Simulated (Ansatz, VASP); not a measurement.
# CaS: VASP beside Ansatz

Contents of INCAR:

```
PREC = Accurate
ENCUT = 500
EDIFF = 1E-6
ISMEAR = 0
SIGMA = 0.01
LREAL = False
LASPH = True
NELM = 120
ALGO = Normal
ISIF = 2
LWAVE = False
LCHARG = False
GGA = PE
NBANDS = 15
GGA_COMPAT = False
```

The input KPOINTS:

```
Automatic mesh
0
Gamma
  6 6 6
```

Contents of POSCAR:

```
CaS
1.0
    0.0000000000      2.8430000000      2.8430000000
    2.8430000000      0.0000000000      2.8430000000
    2.8430000000      2.8430000000      0.0000000000
Ca S
1 1
Direct
   -0.0052761168      0.0052761168      0.0052761168
    0.5000000000      0.5000000000      0.5000000000
```

Input for Ansatz:

```yaml
crystal:
  lattice:
    - [0.0, 2.843, 2.843]
    - [2.843, 0.0, 2.843]
    - [2.843, 2.843, 0.0]
  atoms:
    - { symbol: Ca, position: [-0.005276116778051354, 0.005276116778051354, 0.005276116778051354] }
    - { symbol: S, position: [0.5, 0.5, 0.5] }
basis:
  ecutwfc: 517.016338673772
kpoints:
  mp_grid:
    grid: [6, 6, 6]
hamiltonian:
  xc: pbe
scf:
  max_iter: 65
  convergence:
    dr2_threshold: 1.0e-09
  occupations:
    method: fixed
output:
  polarization:
    string_points: 6
```

Alike in both runs: task single point; functional PBE; k mesh 6 × 6 × 6; no spin polarisation.

```csv
,VASP,Ansatz
version,VASP 6.6.1,Ansatz 0.2.0
potentials or method,"VASP PAW PBE potentials, release 64 (Ca_sv, S), cutoff 500 eV","plane waves, PAW"
occupations,"gaussian, width 0.01 eV",fixed
valence electrons in the cell,16,16
```

```tsv
	VASP	Ansatz	Ansatz less VASP
gap on the k mesh at the Fermi level (eV)	2.35	2.35	+0.005
```
